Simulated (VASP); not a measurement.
# MoS2 (P6_3/mmc) in VASP: notebook, part 2 of 2

VASP 6.6.1. Earlier steps stand in the parts before.

## (3) Relaxation of cell and atoms, PBE

This run uses another cell than the first one, of 19.68 Å³/atom.

File INCAR:

```
SYSTEM = MoS2
ALGO = Normal ; EDIFF = 1E-6
EDIFFG = -0.002 ; ENCUT = 600
GGA = PE ; IBRION = 2
ISIF = 3 ; ISMEAR = 0
LASPH = .True. ; LCHARG = .False.
LREAL = .False. ; LWAVE = .False.
NELM = 100 ; NSW = 100
PREC = Accurate ; SIGMA = 0.02
```

File KPOINTS:

```
k-points
0
Gamma
  12 12 2
  0 0 0
```

File POSCAR:

```
MoS2
1.0
    3.1922379100      0.0000000000      0.0000000000
   -1.5961189600      2.7645591300      0.0000000000
    0.0000000000      0.0000000000     13.3782940000
Mo S
2 4
Direct
    0.6666666700      0.3333333300      0.2500000000
    0.3333333300      0.6666666700      0.7500000000
    0.6666666700      0.3333333300      0.6330820000
    0.3333333300      0.6666666700      0.3669180000
    0.6666666700      0.3333333300      0.8669180000
    0.3333333300      0.6666666700      0.1330820000
```

Potentials or basis: VASP PAW PBE potentials, release 64 (Mo_sv, S).

Command:

```sh
$ cat potpaw_PBE.64/Mo_sv/POTCAR potpaw_PBE.64/S/POTCAR > POTCAR
$ mpirun -np 1 vasp_std > vasp.out
```

OUTCAR:

```text
SYSTEM = MoS2
   EDIFF = 1E-6
   EDIFFG = -0.002
   ENCUT = 600
   GGA = PE
   IBRION = 2
   ISIF = 3
   ISMEAR = 0
   LASPH = .True.
   LREAL = .False.
   NELM = 100
   NSW = 100
   PREC = Accurate

 ion  position               nearest neighbor table
   1  0.667  0.333  0.250-   4 2.42   6 2.42   4 2.42   6 2.42   4 2.42   6 2.42
   2  0.333  0.667  0.750-   3 2.42   5 2.42   3 2.42   5 2.42   3 2.42   5 2.42
   3  0.667  0.333  0.633-   2 2.42   2 2.42   2 2.42
   4  0.333  0.667  0.367-   1 2.42   1 2.42   1 2.42
   5  0.667  0.333  0.867-   2 2.42   2 2.42   2 2.42
   6  0.333  0.667  0.133-   1 2.42   1 2.42   1 2.42

  LATTYP: Found a hexagonal cell.
 ALAT       =     3.1922379100
 C/A-ratio  =     4.1908825022

  Lattice vectors:

 A1 = (   3.1922379100,   0.0000000000,   0.0000000000)
 A2 = (  -1.5961189600,   2.7645591300,   0.0000000000)
 A3 = (   0.0000000000,   0.0000000000,  13.3782940000)

Analysis of symmetry for initial positions (statically):
=====================================================================
 Subroutine PRICEL returns:
 Original cell was already a primitive cell.

 Routine SETGRP: Setting up the symmetry group for a
 hexagonal supercell.

 Subroutine GETGRP returns: Found 24 space group operations
 (whereof 12 operations were pure point group operations)
 out of a pool of 24 trial point group operations.

The static configuration has the point symmetry D_3d.
 The point group associated with its full space group is D_6h.

Analysis of symmetry for dynamics (positions and initial velocities):
=====================================================================
 Subroutine PRICEL returns:
 Original cell was already a primitive cell.

 Routine SETGRP: Setting up the symmetry group for a
 hexagonal supercell.

 Subroutine GETGRP returns: Found 24 space group operations
 (whereof 12 operations were pure point group operations)
 out of a pool of 24 trial point group operations.

The dynamic configuration has the point symmetry D_3d.
 The point group associated with its full space group is D_6h.

 Subroutine INISYM returns: Found 24 space group operations
 (whereof 12 operations are pure point group operations),
 and found     1 'primitive' translations

----------------------------------------------------------------------------------------

                                     Primitive cell

  volume of cell :     118.0652

  direct lattice vectors                    reciprocal lattice vectors
     3.192237910  0.000000000  0.000000000     0.313259860  0.180860665  0.000000000
    -1.596118960  2.764559130  0.000000000     0.000000000  0.361721328  0.000000000
     0.000000000  0.000000000 13.378294000     0.000000000  0.000000000  0.074747946

  length of vectors
     3.192237910  3.192237917 13.378294000     0.361721329  0.361721328  0.074747946

  position of ions in fractional coordinates (direct lattice)
     0.666666670  0.333333330  0.250000000
     0.333333330  0.666666670  0.750000000
     0.666666670  0.333333330  0.633082000
     0.333333330  0.666666670  0.366918000
     0.666666670  0.333333330  0.866918000
     0.333333330  0.666666670  0.133082000

  ion indices of the primitive-cell ions
   primitive index   ion index
                 1           1
                 2           2
                 3           3
                 4           4
                 5           5
                 6           6

[... 61 lines left out ...]
 SYSTEM =  MoS2
   PREC   = accura    normal or accurate (medium, high low for compatibility)
   ISTART =      0    job   : 0-new  1-cont  2-samecut
   ICHARG =      2    charge: 1-file 2-atom 10-const
   ISPIN  =      1    spin polarized calculation?
   LNONCOLLINEAR =      F non collinear calculations
   LSORBIT =      F    spin-orbit coupling
   LASPH  =      T    aspherical Exc in radial PAW
   ENCUT  =  600.0 eV  44.10 Ry    6.64 a.u.   6.38  6.38 26.72*2*pi/ulx,y,z
   NELM   =    100;   NELMIN=  2; NELMDL= -5     # of ELM steps
   EDIFF  = 0.1E-05   stopping-criterion for ELM
   LREAL  =      F    real-space projection
   EDIFFG = -.2E-02   stopping-criterion for IOM
   NSW    =    100    number of steps for IOM
   IBRION =      2    ionic relax: 0-MD 1-quasi-New 2-CG
   NFREE  =      1    steps in history (QN), initial steepest desc. (CG)
   ISIF   =      3    stress and relaxation
   ISYM   =      2    0-nonsym 1-usesym 2-fastsym
   POTIM  = 0.5000    time-step for ionic-motion
   TEBEG  =    0.0;   TEEND  =   0.0 temperature during run
   PSTRESS=    0.0 pullay stress
   NELECT =      52.0000    total number of electrons
   NUPDOWN=      -1.0000    fix difference up-down
   EMIN   =  10.00;   EMAX   =-10.00  energy-range for DOS
   EFERMI =   0.00;   METHOD = LEGACY
   ISMEAR =     0;   SIGMA  =   0.02  broadening in eV -4-tet -1-fermi 0-gaus
   EFERMI_NEDOS =   21; number of points for ismear=-14 and -15
   IALGO  =     38    algorithm
   IMIX   =      4    mixing-type and parameters
     AMIX     =   0.40;   BMIX     =  1.00
     AMIX_MAG =   1.60;   BMIX_MAG =  1.00
  volume/ion in A,a.u.               =      19.68       132.79
  Fermi-wavevector in a.u.,A,eV,Ry     =   1.245571  2.353789 21.108736  1.551448
  Thomas-Fermi vector in A             =   2.379788
   LORBIT       =      0    0 simple, 1 ext, 2 COOP (PROOUT), +10 PAW based schemes
   GGA     = PE    functional components
   LHFCALC =     F    Hartree Fock is set to
   AEXX    =    0.0000 exact exchange contribution
   IVDW    =     0    specifies the selected vdW correction
   LEPSILON=     F    determine dielectric tensor
   LRPA    =     F    only Hartree local field effects (RPA)
 conjugate gradient relaxation of ions
 non-spin polarized calculation
 Gauss-broadening in eV      SIGMA  =   0.02
  energy-cutoff  :      600.00
  volume of cell :      118.07
 maximum number of plane-waves:      3981
 NGX is ok and might be reduce to    28
   NGX = 13   NGY = 13   NGZ = 53

--------------------------------------- Ionic step        1  -------------------------------------------

 number of electron      52.0000000 magnetization

 Free energy of the ion-electron system (eV)
  ---------------------------------------------------
  ext. energy  EPLUGINS =         0.00000000
  ---------------------------------------------------
  free energy    TOTEN  =       -43.70139879 eV

  energy without entropy =      -43.70139879  energy(sigma->0) =      -43.70139879

------------------------ aborting loop because EDIFF is reached ----------------------------------------

  FORCE on cell =-STRESS in cart. coord.  units (eV):
  Direction    XX          YY          ZZ          XY          YZ          ZX
  --------------------------------------------------------------------------------------
  -------------------------------------------------------------------------------------
  Total       -0.5631796     -0.5631796     -0.3144203      0.0000000     -0.0000000      0.0000000
  in kB       -7.6425030     -7.6425030     -4.2667701      0.0000000     -0.0000000      0.0000000
  external PRESSURE =      -6.5172587 kB  Pullay stress =       0.0000000 kB
[... 101 lines left out ...]
  FREE ENERGIE OF THE ION-ELECTRON SYSTEM (eV)
  ---------------------------------------------------
  free  energy   TOTEN  =       -43.7029270804 eV

  energy  without entropy=      -43.7029270804  energy(sigma->0) =      -43.70292708

 E-fermi :   6.0727     XC(G=0): -10.0813

 val. band max:        5.9343046373   @ k =   0.0000   0.0000   0.0000
 cond. band min:       7.2350841605   @ k =   0.3333   0.3333   0.0000
 fundamental gap:      1.3007795232
 Fermi energy:         6.0726620857

 k-point     1 :       0.0000    0.0000    0.0000
  band No.  band energies     occupation
      1     -55.3052      2.00000
      2     -55.3052      2.00000
      3     -29.4448      2.00000
      4     -29.4448      2.00000
      5     -29.2403      2.00000
      6     -29.2403      2.00000
[... 805 lines left out ...]
     30       7.8894      0.00000
     31       9.0174      0.00000

 [... further k-points ...]

[... ionic steps 4 to 67 ...]

--------------------------------------- Ionic step       68  -------------------------------------------

 number of electron      52.0000002 magnetization

------------------------ aborting loop because EDIFF is reached ----------------------------------------
[... 75 lines left out ...]
--------------------------------------- Ionic step       70  -------------------------------------------

 number of electron      52.0000002 magnetization

 Free energy of the ion-electron system (eV)
  ---------------------------------------------------
  ext. energy  EPLUGINS =         0.00000000
  ---------------------------------------------------
  free energy    TOTEN  =       -43.71295893 eV

  energy without entropy =      -43.71295893  energy(sigma->0) =      -43.71295893

 E-fermi :   5.3642     XC(G=0):  -9.6350

 val. band max:        5.1253447993   @ k =   0.0000   0.0000   0.0000
 cond. band min:       6.5404380426   @ k =   0.3333   0.3333   0.0000
 fundamental gap:      1.4150932433
 Fermi energy:         5.3642412956

 k-point     1 :       0.0000    0.0000    0.0000
  band No.  band energies     occupation
      1     -55.9927      2.00000
      2     -55.9927      2.00000
      3     -30.1311      2.00000
      4     -30.1311      2.00000
      5     -29.9290      2.00000
      6     -29.9290      2.00000
[... 840 lines left out ...]
  FREE ENERGIE OF THE ION-ELECTRON SYSTEM (eV)
  ---------------------------------------------------
  free  energy   TOTEN  =       -43.7129589340 eV

  energy  without entropy=      -43.7129589340  energy(sigma->0) =      -43.71295893

 reached required accuracy - stopping structural energy minimisation
```

Wall time 83 min (1 thread of Intel Xeon Platinum 8259CL at 2.50GHz (Skylake/Cascade Lake), shared host); peak memory 0.38 GiB.

Results:

- Free energy: -43.7130 eV
- Relaxed volume: 21.09 Å³/atom
- Relaxed cell: a = 3.184 Å, b = 3.184 Å, c = 14.413 Å, α = 90.00°, β = 90.00°, γ = 120.00°
- Space group after relaxing (to 0.1 Å): P6_3/mmc (No. 194)
- Energy gained by relaxing: 1.9 meV/atom
- Ionic steps: 70
- Pressure after relaxing: 0.0 GPa
- Band gap on the k mesh: 1.42 eV (least direct gap 1.67 eV)

The path:
| step | energy change (eV) | largest force (eV/Å) | pressure (GPa) | volume (Å³) |
| --- | --- | --- | --- | --- |
| 1 | 0.0000 | 0.1049 | -0.65 | 118.07 |
| 3 | -0.0015 | 0.0099 | 0.08 | 117.55 |
| 5 | -0.0021 | 0.0514 | 0.10 | 117.61 |
| 7 | -0.0036 | 0.0448 | 0.10 | 118.16 |
| 9 | -0.0084 | 0.0050 | 0.13 | 120.66 |
| 11 | -0.0111 | 0.0343 | 0.11 | 124.39 |
| 13 | -0.0114 | 0.0098 | -0.11 | 124.91 |
| 15 | -0.0114 | 0.0182 | -0.05 | 125.05 |
| 17 | -0.0115 | 0.0044 | 0.03 | 125.02 |
| 19 | -0.0115 | 0.0025 | -0.01 | 125.12 |
| 21 | -0.0115 | 0.0011 | 0.01 | 125.07 |
| 23 | -0.0115 | 0.0001 | 0.03 | 125.08 |
| 25 | -0.0115 | 0.0002 | 0.02 | 125.08 |
| 27 | -0.0115 | 0.0092 | -0.05 | 125.14 |
| 29 | -0.0115 | 0.0040 | -0.03 | 125.11 |
| 31 | -0.0115 | 0.0006 | -0.03 | 125.09 |
| 33 | -0.0115 | 0.0014 | 0.03 | 125.08 |
| 35 | -0.0115 | 0.0003 | 0.02 | 125.09 |
| 37 | -0.0115 | 0.0011 | 0.01 | 125.09 |
| 39 | -0.0115 | 0.0007 | 0.00 | 125.09 |
| 41 | -0.0115 | 0.0033 | 0.02 | 125.11 |
| 43 | -0.0115 | 0.0045 | 0.02 | 125.13 |
| 45 | -0.0115 | 0.0098 | -0.02 | 125.23 |
| 47 | -0.0115 | 0.0129 | -0.05 | 125.30 |
| 49 | -0.0115 | 0.0127 | -0.04 | 125.32 |
| 51 | -0.0115 | 0.0113 | -0.05 | 125.39 |
| 53 | -0.0115 | 0.0053 | -0.04 | 125.67 |
| 55 | -0.0115 | 0.0066 | -0.03 | 126.20 |
| 57 | -0.0115 | 0.0086 | 0.01 | 126.59 |
| 59 | -0.0115 | 0.0113 | 0.02 | 126.77 |
| 61 | -0.0115 | 0.0099 | 0.02 | 126.62 |
| 63 | -0.0116 | 0.0018 | 0.00 | 126.61 |
| 65 | -0.0116 | 0.0015 | -0.03 | 126.61 |
| 67 | -0.0116 | 0.0005 | -0.03 | 126.61 |
| 69 | -0.0115 | 0.0014 | 0.04 | 126.51 |
| 70 | -0.0116 | 0.0007 | 0.01 | 126.56 |

Final structure:
```
Mo S
1.0
     3.18429    0.00000    0.00000
    -1.59215    2.75768    0.00000
     0.00000    0.00000   14.41280
Mo S
2 4
Direct
  0.66667 0.33333 0.25000
  0.33333 0.66667 0.75000
  0.66667 0.33333 0.64162
  0.33333 0.66667 0.35838
  0.66667 0.33333 0.85838
  0.33333 0.66667 0.14162
```

Caveat: this functional lacks dispersion, which binds the layers, so the pressure and a relaxed spacing across them are unreliable. A k mesh can miss the band edges.
